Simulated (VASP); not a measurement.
# SiC (P6_3mc) in VASP: notebook

Runs on SiC. Level: PBE. Tasks: single point.

Everything below comes from runs of VASP 6.6.1. Logs are shortened: lines on timing, memory, paths and dates and some standing lists are left out, and cuts for length are marked.

## 1. The cell of the first run

It takes space group P6_3mc (No. 186, hexagonal). Conventional cell: a = 2.906 Å, b = 2.906 Å, c = 5.257 Å, α = 90.00°, β = 90.00°, γ = 120.00°. Si (site symmetry 3m) has 4 C at 1.81 to 1.94 Å within 2.4 Å. Within 2.4 Å of C (site symmetry 3m) lie 4 Si at 1.81 to 1.94 Å.

## 2. Single point, PBE (biaxial strain in the a-b plane: -6.0 %)

Contents of INCAR:

```
SYSTEM = SiC
PREC     = Accurate       ! precision mode
ENCUT    = 520            ! plane-wave cutoff, eV
EDIFF    = 1E-6           ! SCF threshold, eV
ISMEAR   = 0              ! smearing method
SIGMA    = 0.02           ! smearing width, eV
LREAL    = .FALSE.        ! projectors in reciprocal space
LASPH    = .TRUE.         ! aspherical terms in the spheres
NELM     = 80             ! most SCF steps
ALGO     = Normal         ! electronic algorithm
ISIF     = 2              ! what is computed and relaxed
LWAVE    = .FALSE.        ! write WAVECAR
LCHARG   = .FALSE.        ! write CHGCAR
GGA      = PE             ! functional
NBANDS   = 16             ! bands
```

Contents of KPOINTS:

```
regular mesh
0
G
  12 12 6
  0 0 0
```

Contents of POSCAR:

```
SiC
1.0
    2.9064203243      0.0000000000      0.0000000000
   -1.4532101621      2.5170338349      0.0000000000
    0.0000000000      0.0000000000      5.2569668151
Si C
2 2
Direct
    0.3333333333      0.6666666667      0.5025977703
    0.6666666667      0.3333333333      1.0025977703
    0.3333333333      0.6666666667      0.8724022297
    0.6666666667      0.3333333333      0.3724022297
```

Potentials or basis: VASP PAW PBE potentials, release 64 (Si, C).

On the command line:

```console
> cat potpaw_PBE.64/Si/POTCAR potpaw_PBE.64/C/POTCAR > POTCAR
> mpirun -np 1 vasp_std > vasp.out
```

OUTCAR:

```text
SYSTEM = SiC
   PREC = Accurate
   ENCUT = 520
   EDIFF = 1E-6
   ISMEAR = 0
   LREAL = .FALSE.
   LASPH = .TRUE.
   NELM = 80
   ISIF = 2
   GGA = PE

 ion  position               nearest neighbor table
   1  0.333  0.667  0.503-   4 1.81   4 1.81   4 1.81   3 1.94   2 3.12   2 3.12   2 3.12   2 3.12
                             2 3.12   2 3.12
   2  0.667  0.333  0.003-   3 1.81   3 1.81   3 1.81   4 1.94   1 3.12   1 3.12   1 3.12   1 3.12
                             1 3.12   1 3.12
   3  0.333  0.667  0.872-   2 1.81   2 1.81   2 1.81   1 1.94
   4  0.667  0.333  0.372-   1 1.81   1 1.81   1 1.81   2 1.94

  LATTYP: Found a hexagonal cell.
 ALAT       =     2.9064203243
 C/A-ratio  =     1.8087427930

  Lattice vectors:

 A1 = (   2.9064203243,   0.0000000000,   0.0000000000)
 A2 = (  -1.4532101621,   2.5170338349,   0.0000000000)
 A3 = (   0.0000000000,   0.0000000000,   5.2569668151)

Analysis of symmetry for initial positions (statically):
=====================================================================
 Subroutine PRICEL returns:
 Original cell was already a primitive cell.

 Routine SETGRP: Setting up the symmetry group for a
 hexagonal supercell.

 Subroutine GETGRP returns: Found 12 space group operations
 (whereof  6 operations were pure point group operations)
 out of a pool of 24 trial point group operations.

The static configuration has the point symmetry C_3v.
 The point group associated with its full space group is C_6v.

Analysis of symmetry for dynamics (positions and initial velocities):
=====================================================================
 Subroutine PRICEL returns:
 Original cell was already a primitive cell.

 Routine SETGRP: Setting up the symmetry group for a
 hexagonal supercell.

 Subroutine GETGRP returns: Found 12 space group operations
 (whereof  6 operations were pure point group operations)
 out of a pool of 24 trial point group operations.

The dynamic configuration has the point symmetry C_3v.
 The point group associated with its full space group is C_6v.

 Subroutine INISYM returns: Found 12 space group operations
 (whereof  6 operations are pure point group operations),
 and found     1 'primitive' translations

----------------------------------------------------------------------------------------

                                     Primitive cell

  volume of cell :      38.4576

  direct lattice vectors                    reciprocal lattice vectors
     2.906420324  0.000000000  0.000000000     0.344065857  0.198646515  0.000000000
    -1.453210162  2.517033835  0.000000000     0.000000000  0.397293030  0.000000000
     0.000000000  0.000000000  5.256966815     0.000000000  0.000000000  0.190223761
[... 90 lines left out ...]
   EDIFFG = 0.1E-04   stopping-criterion for IOM
   NSW    =      0    number of steps for IOM
   IBRION =     -1    ionic relax: 0-MD 1-quasi-New 2-CG
   NFREE  =      0    steps in history (QN), initial steepest desc. (CG)
   ISIF   =      2    stress and relaxation
   ISYM   =      2    0-nonsym 1-usesym 2-fastsym
   POTIM  = 0.5000    time-step for ionic-motion
   TEBEG  =    0.0;   TEEND  =   0.0 temperature during run
   PSTRESS=    0.0 pullay stress
   NELECT =      16.0000    total number of electrons
   NUPDOWN=      -1.0000    fix difference up-down
   EMIN   =  10.00;   EMAX   =-10.00  energy-range for DOS
   EFERMI =   0.00;   METHOD = LEGACY
   ISMEAR =     0;   SIGMA  =   0.02  broadening in eV -4-tet -1-fermi 0-gaus
   EFERMI_NEDOS =   21; number of points for ismear=-14 and -15
   IALGO  =     38    algorithm
   IMIX   =      4    mixing-type and parameters
     AMIX     =   0.40;   BMIX     =  1.00
     AMIX_MAG =   1.60;   BMIX_MAG =  1.00
  volume/ion in A,a.u.               =       9.61        64.88
  Fermi-wavevector in a.u.,A,eV,Ry     =   1.222139  2.309508 20.321983  1.493624
  Thomas-Fermi vector in A             =   2.357296
   LORBIT       =      0    0 simple, 1 ext, 2 COOP (PROOUT), +10 PAW based schemes
   GGA     = PE    functional components
   LHFCALC =     F    Hartree Fock is set to
   AEXX    =    0.0000 exact exchange contribution
   IVDW    =     0    specifies the selected vdW correction
   LEPSILON=     F    determine dielectric tensor
   LRPA    =     F    only Hartree local field effects (RPA)
 non-spin polarized calculation
 Gauss-broadening in eV      SIGMA  =   0.02
  energy-cutoff  :      520.00
  volume of cell :       38.46
 maximum number of plane-waves:      1076
 NGX is ok and might be reduce to    24
   NGX = 11   NGY = 11   NGZ = 19

 number of electron      16.0000001 magnetization

 Free energy of the ion-electron system (eV)
  ---------------------------------------------------
  ext. energy  EPLUGINS =         0.00000000
  ---------------------------------------------------
  free energy    TOTEN  =       -29.42919018 eV

  energy without entropy =      -29.42919018  energy(sigma->0) =      -29.42919018

 E-fermi :   9.5628     XC(G=0): -11.6809

 val. band max:        9.4165372879   @ k =   0.0000   0.0000   0.0000
 cond. band min:      10.8561085122   @ k =   0.3333   0.3333   0.0000
 fundamental gap:      1.4395712243
 Fermi energy:         9.5627821980

 k-point     1 :       0.0000    0.0000    0.0000
  band No.  band energies     occupation
      1      -7.0683      2.00000
      2      -3.9748      2.00000
      3      -0.2696      2.00000
      4       8.2752      2.00000
      5       8.4890      2.00000
      6       8.4890      2.00000
[... 433 lines left out ...]
      3       1.7618      2.00000
      4       3.0481      2.00000
      5       4.1357      2.00000
      6       6.7511      2.00000
[... 8 lines left out ...]
     15      20.6848      0.00000
     16      22.1459      0.00000

 [... further k-points ...]
[... 5 lines left out ...]
  --------------------------------------------------------------------------------------
  -------------------------------------------------------------------------------------
  Total       10.5673755     10.5673755     -3.6097648      0.0000000      0.0000000     -0.0000000
  in kB      440.2455891    440.2455891   -150.3857795      0.0000000      0.0000000     -0.0000000
  external PRESSURE =     243.3684662 kB  Pullay stress =       0.0000000 kB

 VOLUME and BASIS-vectors are now :
 -----------------------------------------------------------------------------
  energy-cutoff  :      520.00
  volume of cell :       38.46
      direct lattice vectors                 reciprocal lattice vectors
     2.906420324  0.000000000  0.000000000     0.344065857  0.198646515  0.000000000
    -1.453210162  2.517033835  0.000000000     0.000000000  0.397293030  0.000000000
     0.000000000  0.000000000  5.256966815     0.000000000  0.000000000  0.190223761

 POSITION                                       TOTAL-FORCE (eV/Angst)
 -----------------------------------------------------------------------------------
     -0.00000      1.67802      2.64214         0.000000      0.000000      0.468332
      1.45321      0.83901      0.01366        -0.000000      0.000000      0.468332
     -0.00000      1.67802      4.58619        -0.000000      0.000000     -0.468332
      1.45321      0.83901      1.95771         0.000000     -0.000000     -0.468332
 -----------------------------------------------------------------------------------
    total drift:                                0.000000      0.000000      0.000472

  FREE ENERGIE OF THE ION-ELECTRON SYSTEM (eV)
  ---------------------------------------------------
  free  energy   TOTEN  =       -29.4291901804 eV

  energy  without entropy=      -29.4291901804  energy(sigma->0) =      -29.42919018
```

stdout:

```text
POSCAR found type information on POSCAR SiC
 POSCAR found :  2 types and       4 ions
 scaLAPACK will be used
 LDA part: xc-table for (Slater+PW92), standard interpolation
 POSCAR, INCAR and KPOINTS ok, starting setup
 FFT: planning ... GRIDC
 FFT: planning ... GRID_SOFT
 FFT: planning ... GRID
 WAVECAR not read
 entering main loop
```

It took 34 s on 1 thread of Intel Xeon Platinum 8259CL at 2.50GHz (Skylake/Cascade Lake), shared host; peak memory 0.17 GiB.

What came out:

* Free energy: -29.4292 eV
* Pressure: 24.3 GPa
* Largest force: 0.468 eV/Å
* Band gap on the k mesh: 1.44 eV, indirect (least direct gap 4.20 eV)

Forces on the atoms (eV/Å):
```
Si   0.000  0.000  0.468
Si   0.000  0.000  0.468
C    0.000  0.000 -0.468
C    0.000  0.000 -0.468
```

Caveat: the cell differs from its parent crystal (biaxial strain in the a-b plane: -6.0 %). A k mesh can miss the band edges.

## 3. Single point, PBE (biaxial strain in the a-b plane: -4.0 %, then relaxed in part)

Contents of INCAR:

```
  PREC = Accurate
  ENCUT = 520
  EDIFF = 1E-7
  ISMEAR = 0
  SIGMA = 0.02
  LREAL = F
  LASPH = T
  NELM = 80
  ALGO = Normal
  ISIF = 2
  LWAVE = F
  LCHARG = F
  GGA = PE
  NBANDS = 16
```

Contents of KPOINTS:

```
Automatic mesh
0
Gamma
  12 12 6
```

Contents of POSCAR:

```
SiC
1.0
    2.9682590546      0.0000000000      0.0000000000
   -1.4841295273      2.5705877463      0.0000000000
    0.0000000000      0.0000000000      5.1168623161
Si C
2 2
Direct
    0.3333333333      0.6666666667      0.5025977703
    0.6666666667      0.3333333333      1.0025977703
    0.3333333333      0.6666666667      0.8724022297
    0.6666666667      0.3333333333      0.3724022297
```

Potentials or basis: VASP PAW PBE potentials, release 64 (Si, C).

On the command line:

```console
> cat potpaw_PBE.64/Si/POTCAR potpaw_PBE.64/C/POTCAR > POTCAR
> mpirun -np 1 vasp_std > vasp.out
```

Wall time 36 s (1 thread of Intel Xeon Platinum 8259CL at 2.50GHz (Skylake/Cascade Lake), shared host); peak memory 0.17 GiB.

It converged, with:

```
Free energy            : -29.8423 eV
Pressure               : 18.3 GPa
Band gap on the k mesh : 1.72 eV, indirect (least direct gap 4.44 eV)
```

Stress tensor (GPa, compression positive):
```
27.47  0.00  0.00
 0.00 27.47  0.00
 0.00  0.00 -0.17
```

Levels at points of the mesh, in eV from the valence-band top:
| k point | band 4 | band 5 | band 6 | band 7 | band 8 | band 9 | band 10 | band 11 | band 12 | band 13 |
| --- | --- | --- | --- | --- | --- | --- | --- | --- | --- | --- |
| (0.00, 0.00, 0.00) | -1.13 | -1.13 | -0.71 | 0.00 | 0.00 | 5.51 | 5.94 | 7.29 | 7.29 | 8.37 |
| (0.50, 0.00, 0.00) | -6.83 | -5.83 | -3.70 | -3.29 | -1.34 | 3.09 | 3.70 | 7.22 | 7.27 | 9.48 |
| (0.00, 0.00, 0.50) | -5.21 | -0.60 | -0.60 | -0.60 | -0.60 | 6.80 | 6.80 | 7.91 | 7.91 | 7.91 |
| (0.50, 0.00, 0.50) | -8.67 | -2.86 | -2.86 | -2.48 | -2.48 | 2.99 | 2.99 | 5.28 | 5.28 | 10.42 |

Caveat: the cell differs from its parent crystal (biaxial strain in the a-b plane: -4.0 %, then relaxed in part). A k mesh can miss the band edges.

## 4. Single point, PBE

This run uses another cell than the first one, of 9.76 Å³/atom, 1.015 times its volume.

Contents of INCAR:

```
SYSTEM = SiC
ALGO = Normal ; EDIFF = 1E-7
ENCUT = 520 ; GGA = PE
ISIF = 2 ; ISMEAR = 0
LASPH = .TRUE. ; LCHARG = .FALSE.
LREAL = .FALSE. ; LWAVE = .FALSE.
NBANDS = 16 ; NELM = 80
PREC = Accurate ; SIGMA = 0.02
```

Contents of KPOINTS:

```
k-points
0
G
  12 12 6
  0 0 0
```

POSCAR is that of step 3.

On the command line:

```console
> cat potpaw_PBE.64/Si/POTCAR potpaw_PBE.64/C/POTCAR > POTCAR
> mpirun -np 1 vasp_std > vasp.out
```

It took 38 s on 1 thread of Intel Xeon Platinum 8259CL at 2.50GHz (Skylake/Cascade Lake), shared host; peak memory 0.17 GiB.

Results (log left out):

```
Free energy            : -29.8423 eV
Pressure               : 18.3 GPa
Band gap on the k mesh : 1.72 eV, indirect (least direct gap 4.44 eV)
```

Stress tensor (GPa, compression positive):
```
27.47  0.00  0.00
 0.00 27.47  0.00
 0.00  0.00 -0.17
```

Levels at points of the mesh, in eV from the valence-band top:
| k point | band 6 | band 7 | band 8 | band 9 | band 10 | band 11 |
| --- | --- | --- | --- | --- | --- | --- |
| (0.00, 0.00, 0.00) | -0.71 | 0.00 | 0.00 | 5.51 | 5.94 | 7.29 |
| (0.50, 0.00, 0.00) | -3.70 | -3.29 | -1.34 | 3.09 | 3.70 | 7.22 |
| (0.00, 0.00, 0.50) | -0.60 | -0.60 | -0.60 | 6.80 | 6.80 | 7.91 |
| (0.50, 0.00, 0.50) | -2.86 | -2.48 | -2.48 | 2.99 | 2.99 | 5.28 |

(Part 1 of 2 ends here.)
